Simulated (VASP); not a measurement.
Input of a VASP 6.6.1 run:

INCAR

```
  PREC = Accurate
  ENCUT = 520
  EDIFF = 1E-6
  ISMEAR = 0
  SIGMA = 0.15
  LREAL = False
  LASPH = True
  NELM = 100
  ALGO = Normal
  ISIF = 2
  LWAVE = False
  LCHARG = False
  GGA = PS
  NBANDS = 18
```

Contents of KPOINTS:

```
Automatic mesh
0
Gamma
  16 16 16
```

Contents of POSCAR:

```
GaCo
1.0
    2.7389450000      0.0000000000      0.0000000000
    0.0000000000      2.7389450000      0.0000000000
    0.0000000000      0.0000000000      2.7389450000
Ga Co
1 1
Direct
    0.5000000000      0.5000000000      0.5000000000
    0.0000000000      0.0000000000      0.0000000000
```

Potentials or basis: VASP PAW PBE potentials, release 64 (Ga_d, Co).

Command:

```bash
$ cat potpaw_PBE.64/Ga_d/POTCAR potpaw_PBE.64/Co/POTCAR > POTCAR
$ mpirun -np 1 vasp_std > vasp.out
```

Estimate the band gap on the k mesh.

zero (band 11 reaches 13.85 eV, above the bottom of band 12 at 11.48 eV).

What does it give for the pressure?

28.4 GPa.

Caveat: the cell differs from its parent crystal (strain -0.050 along x and y, -0.050 along z); the PAW data sets were made with another functional, which shifts forces and pressure a little. Spin polarisation is off, so any magnetic state and its effect on volume and gap are missing.
